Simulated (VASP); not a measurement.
InAs: single point with PBE

InAs:

```
In As
1.0
     0.00000    3.09338    3.00058
     3.09338    0.00000    3.00058
     3.09338    3.09338    0.00000
In As
1 1
Direct
  0.00000 0.00000 0.00000
  0.75000 0.75000 0.75000
```

This cell differs from its parent crystal: strain +0.000 along x and y, -0.030 along z.

```
Program             : VASP 6.6.1
Task                : single point
Functional          : PBE
Potentials or basis : VASP PAW PBE potentials, release 64 (In_d, As)
Cutoff              : 520 eV
k mesh              : 16 × 16 × 16
Occupations         : gaussian, width 0.15 eV
Spin                : no spin polarisation
```

```yaml
Pressure: 1.6 GPa
```

Stress tensor (GPa, compression positive):
```
1.30 0.00 0.00
0.00 1.30 0.00
0.00 0.00 2.24
```

Levels at points of the mesh, in eV from the Fermi level:
| k point | band 6 | band 7 | band 8 | band 9 | band 10 | band 11 | band 12 | band 13 |
| --- | --- | --- | --- | --- | --- | --- | --- | --- |
| (0.00, 0.00, 0.00) | -11.80 | -0.57 | -0.22 | -0.22 | -0.09 | 3.68 | 3.74 | 3.74 |
| (0.50, 0.00, 0.00) | -10.44 | -5.75 | -1.20 | -1.01 | 0.69 | 4.39 | 4.58 | 6.64 |
| (0.50, 0.50, 0.00) | -9.89 | -5.74 | -2.48 | -2.48 | 1.35 | 1.70 | 8.83 | 8.83 |
| (0.50, 0.00, 0.50) | -9.97 | -5.90 | -2.32 | -2.31 | 1.48 | 1.97 | 8.67 | 8.67 |

It took 92 s on 1 thread of Intel(R) Xeon(R) 6975P-C (Granite Rapids), with other jobs on the host, peak memory 0.45 GiB.

Caveat: the cell differs from its parent crystal (strain +0.000 along x and y, -0.030 along z); spin-orbit coupling is left out, which moves the levels of the heavy elements.
